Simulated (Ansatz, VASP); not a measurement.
**PbSe: VASP beside Ansatz**

```
CELL_PARAMETERS angstrom
2.28038 -6.30539 0.00000
2.28038 6.30539 0.00000
0.00000 0.00000 4.70711
ATOMIC_POSITIONS crystal
Pb 0.63397 0.36603 0.75000
Pb 0.36603 0.63397 0.25000
Se 0.85474 0.14526 0.75000
Se 0.14526 0.85474 0.25000
```

Alike in both runs: task single point; functional PBE; k mesh 8 × 8 × 6; occupations gaussian, width 0.02 eV; no spin polarisation.

|  | VASP | Ansatz |
| --- | --- | --- |
| version | VASP 6.6.1 | Ansatz 0.2.0 |
| potentials or method | VASP PAW PBE potentials, release 64 (Pb_d, Se), cutoff 500 eV | scalar-relativistic, plane waves, PAW |
| valence electrons in the cell | 40 | 60 |

Ansatz gave:

| Property | Result |
| --- | --- |
| gap on the k mesh at the Fermi level (eV) | 1.33 |
| least direct gap on the mesh (eV) | 1.33 |
| pressure (GPa) | -2.9 |
| traceless stress, the component that is largest in VASP (GPa) | 2.66 |
| rms of the force components (eV/Å) | 0.086 |

Estimate VASP's values.

gap on the k mesh at the Fermi level (eV): 1.33; least direct gap on the mesh (eV): 1.33; pressure (GPa): -2.9; traceless stress, the component that is largest in VASP (GPa): 2.69; rms of the force components (eV/Å): 0.087.

Atom by atom the forces differ by 0.005 eV/Å (rms over components). With one functional, cell and mesh, what is left measures potentials, basis and numerics. VASP's potentials hold 40 valence electrons a cell and Ansatz's 60, so a difference there can come from the potentials and not from the codes.

Spin-orbit coupling is off throughout.
